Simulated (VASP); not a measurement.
# KMgBr3: single point with PBE

The system is KMgBr3.

```
K Mg Br
1.0
     5.30317    0.00000    0.00000
     0.00000    5.30317    0.00000
     0.00000    0.00000    5.30317
K Mg Br
1 1 3
Direct
  0.00000 0.00000 0.00000
  0.50000 0.50000 0.50000
  0.50000 0.50000 0.00000
  0.50000 0.00000 0.50000
  0.00000 0.50000 0.50000
```

* Program: VASP 6.6.1
* Task: single point
* Functional: PBE
* Potentials or basis: VASP PAW PBE potentials, release 64 (K_sv, Mg, Br)
* Cutoff: 520 eV
* k mesh: 6 × 6 × 6
* Occupations: fermi-dirac, width 0.02 eV
* Spin: no spin polarisation
* Dipole correction: no
* Further INCAR settings: ALGO = Normal; EDIFF = 1e-06; NBANDS = 24

```json
{
 "Pressure": "0.8 GPa",
 "Band gap on the k mesh": "2.76 eV, indirect (least direct gap 3.25 eV)"
}
```

Levels at points of the mesh, in eV from the valence-band top:
```tsv
k point	band 12	band 13	band 14	band 15	band 16	band 17	band 18	band 19	band 20	band 21
(0.00, 0.00, 0.00)	-0.81	-0.81	-0.48	-0.48	-0.48	2.76	4.32	6.14	6.14	6.53
(0.50, 0.00, 0.00)	-1.24	-1.24	-1.05	-0.64	-0.64	5.01	6.34	6.34	7.50	7.66
(0.50, 0.50, 0.00)	-1.33	-1.27	-1.27	-1.11	-0.02	6.85	6.85	6.94	7.04	7.95
(0.50, 0.50, 0.50)	-1.10	-1.10	0.00	0.00	0.00	5.34	5.69	5.69	5.69	8.24
```

Wall time 31 s on 1 thread of Intel(R) Xeon(R) 6975P-C (Granite Rapids) (shared host), peak memory 0.27 GiB.

A k mesh can miss the band edges. PBE gaps usually lie below the measured ones, often by a third to a half.
